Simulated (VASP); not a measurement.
Here is a VASP 6.6.1 calculation.

Contents of INCAR:

```
SYSTEM = BP
PREC     = Accurate       ! precision mode
ENCUT    = 500            ! plane-wave cutoff, eV
EDIFF    = 1E-7           ! SCF threshold, eV
ISMEAR   = 0              ! smearing method
SIGMA    = 0.01           ! smearing width, eV
LREAL    = .False.        ! projectors in reciprocal space
LASPH    = .True.         ! aspherical terms in the spheres
NELM     = 120            ! most SCF steps
ALGO     = Normal         ! electronic algorithm
ISIF     = 3              ! what is computed and relaxed
LWAVE    = .False.        ! write WAVECAR
LCHARG   = .False.        ! write CHGCAR
GGA      = PE             ! functional
IBRION   = 2              ! ionic algorithm
NSW      = 80             ! ionic steps
EDIFFG   = -0.02          ! ionic threshold
GGA_COMPAT= .False.      
NELMIN   = 4
```

The input KPOINTS:

```
regular mesh
0
Gamma
  8 8 8
  0 0 0
```

The input POSCAR:

```
BP
1.0
    0.0000000000      2.2690000000      2.2690000000
    2.2690000000      0.0000000000      2.2690000000
    2.2690000000      2.2690000000      0.0000000000
B P
1 1
Direct
    0.0000000000      0.0000000000      0.0000000000
    0.7500000000      0.7500000000      0.7500000000
```

Potentials or basis: VASP PAW PBE potentials, release 64 (B, P).

Command:

```console
$ cat potpaw_PBE.64/B/POTCAR potpaw_PBE.64/P/POTCAR > POTCAR
$ mpirun -np 1 vasp_std > vasp.out
```

Predict the band gap on the k mesh.

1.28 eV (least direct gap 3.39 eV).

What does it give for the relaxed cell?

a = 3.215 Å, b = 3.215 Å, c = 3.215 Å, α = 60.00°, β = 60.00°, γ = 60.00°.

Final structure:
```yaml
crystal:
  lattice:
    - [0.00000, 2.27324, 2.27324]
    - [2.27324, 0.00000, 2.27324]
    - [2.27324, 2.27324, 0.00000]
  atoms:
    - { symbol: B, position: [0.00000, 0.00000, 0.00000] }
    - { symbol: P, position: [0.75000, 0.75000, 0.75000] }
```

A k mesh can miss the band edges. Zero-point motion and thermal expansion aren't in these numbers.
